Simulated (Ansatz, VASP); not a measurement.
## SiH4CO: VASP beside Ansatz

```xyz
35
Lattice="9.9160 0.0000 0.0000 0.0000 9.9160 0.0000 0.0000 0.0000 9.9160" Properties=species:S:1:pos:R:3 pbc="T T T"
O     1.9390    4.0230    3.8052
O     8.8651    4.1822   10.8455
O     6.3777    5.1473    2.8898
O     6.5109    1.6791    5.2837
O     3.0776    9.2299    9.5580
C     1.8354    3.8351    2.6971
C     9.3794    3.2090   10.5913
C     7.0474    5.5116    3.7195
C     7.4964    1.2512    5.6259
C     3.1169    8.4406    8.7522
Si    2.1895    5.3239    8.8869
Si    9.7235    0.6554    2.8091
Si    8.3127    8.3388    6.4781
Si    5.9338    1.9919    0.0792
Si    1.5140    1.5092    7.0794
H     2.6148    6.0684   10.1137
H     1.5306    4.0425    9.2999
H     1.2206    6.1585    8.1134
H     3.3867    5.0151    8.0466
H     9.5415   -0.3656    1.7335
H     8.5571    1.5940    2.7967
H     9.7954   -0.0146    4.1450
H    10.9766    1.4317    2.5626
H     7.2900    8.9261    7.3975
H     8.5398    6.9070    6.8475
H     7.8139    8.4097    5.0710
H     9.5929    9.0995    6.5960
H     5.9168    3.2313    0.9127
H     5.0717    0.9472    0.7055
H     5.4199    2.3014   -1.2900
H     7.3430    1.4957   -0.0128
H     1.8901    0.0797    6.8507
H     0.4021    1.5815    8.0754
H     2.7052    2.2487    7.6042
H     1.0788    2.1149    5.7829
```

Alike in both runs: functional LDA; k mesh 1 × 1 × 1; occupations fermi-dirac, width 0.05 eV; no spin polarisation.

Ansatz relaxed the structure, and its values are those at the end. VASP's run is a single point on that final structure, the one shown.

```csv
,VASP,Ansatz
version,VASP 6.6.1,Ansatz 0.2.0
potentials or method,"VASP PAW LDA potentials, release 64 (O_h, C_h, Si, H_h), cutoff 1000 eV","scalar-relativistic, plane waves, PAW"
valence electrons in the cell,90,90
```

Ansatz gave:

- gap on the k mesh at the Fermi level (eV): 5.29
- rms of the force components (eV/Å): 0.053

What did VASP give for the same quantities?

gap on the k mesh at the Fermi level (eV): 5.29; rms of the force components (eV/Å): 0.026.

LDA's correlation is that of Perdew and Zunger in VASP and of Perdew and Wang (1992) in Ansatz. Ansatz's warnings: xc potential rough in thin density.
